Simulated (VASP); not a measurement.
Set up this calculation in VASP 6.6.1, as the native input.

* Task: single point
* Functional: PBEsol
* Potentials or basis: VASP PAW PBE potentials, release 64 (Ba_sv, Te)
* Cutoff: 520 eV
* k mesh: 6 × 6 × 6
* Occupations: gaussian, width 0.05 eV
* Spin: no spin polarisation
* Dipole correction: no
* Further INCAR settings: ALGO = Normal; EDIFF = 1e-06; NBANDS = 15

The structure of BaTe lies in POSCAR:

```
BaTe
1.0
    4.0919673600      0.0000000000      0.0000000000
    0.0000000000      4.0919673600      0.0000000000
    0.0000000000      0.0000000000      4.4329646400
Ba Te
1 1
Direct
    0.0000000000      0.0000000000      0.0000000000
    0.5000000000      0.5000000000      0.5000000000
```

This cell differs from its parent crystal: strain -0.040 along x and y, +0.040 along z.

The input as run:

INCAR

```
SYSTEM = BaTe
ALGO     = Normal         ! electronic algorithm
EDIFF    = 1E-6           ! SCF threshold, eV
ENCUT    = 520            ! plane-wave cutoff, eV
GGA      = PS             ! functional
ISIF     = 2              ! what is computed and relaxed
ISMEAR   = 0              ! smearing method
LASPH    = .TRUE.         ! aspherical terms in the spheres
LCHARG   = .TRUE.         ! write CHGCAR
LELF     = .TRUE.         ! ELF
LREAL    = .FALSE.        ! projectors in reciprocal space
LVHAR    = .TRUE.       
LWAVE    = .FALSE.        ! write WAVECAR
NBANDS   = 15             ! bands
NELM     = 100            ! most SCF steps
PREC     = Accurate       ! precision mode
SIGMA    = 0.05           ! smearing width, eV
```

KPOINTS

```
k-points
0
G
  6 6 6
  0 0 0
```

Potentials or basis: VASP PAW PBE potentials, release 64 (Ba_sv, Te).

Run with:

```console
$ cat potpaw_PBE.64/Ba_sv/POTCAR potpaw_PBE.64/Te/POTCAR > POTCAR
$ mpirun -np 1 vasp_std > vasp.out
```

It gave:

```
Pressure               : -0.4 GPa
Band gap on the k mesh : 0.21 eV (least direct gap 0.48 eV)
```

Caveat: the cell differs from its parent crystal (strain -0.040 along x and y, +0.040 along z); the PAW data sets were made with another functional, which shifts forces and pressure a little; spin-orbit coupling is left out, which moves the levels of the heavy elements.

Run time: 28 s on 1 thread of Intel Xeon 8259CL (shared host), peak memory 0.2 GiB.
